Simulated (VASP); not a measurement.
A run of VASP 6.6.1 is set up as follows.

Contents of INCAR:

```
SYSTEM = TlCl
  PREC = Accurate
  ENCUT = 500
  EDIFF = 1E-6
  ISMEAR = 0
  SIGMA = 0.01
  LREAL = .False.
  LASPH = .True.
  NELM = 120
  ALGO = Normal
  ISIF = 2
  LWAVE = .False.
  LCHARG = .False.
  GGA = PE
  NBANDS = 17
  GGA_COMPAT = .False.
```

File KPOINTS:

```
regular mesh
0
Gamma
  4 4 4
  0 0 0
```

Contents of POSCAR:

```
TlCl
1.0
    3.7936346963      0.0000000000      0.0000000000
    0.0000000000      3.7936346963      0.0000000000
    0.0000000000      0.0000000000      3.7936346963
Tl Cl
1 1
Direct
    0.0000000000      0.0000000000      0.0000000000
    0.5000000000      0.5000000000      0.5000000000
```

Potentials or basis: VASP PAW PBE potentials, release 64 (Tl_d, Cl).

Launch:

```console
$ cat potpaw_PBE.64/Tl_d/POTCAR potpaw_PBE.64/Cl/POTCAR > POTCAR
$ mpirun -np 1 vasp_std > vasp.out
```

(1) Estimate the band gap on the k mesh.

(2) Estimate the pressure.

Answers

(1) 1.99 eV, direct.

(2) 2.3 GPa.

Caveat: spin-orbit coupling is left out, which moves the levels of the heavy elements.
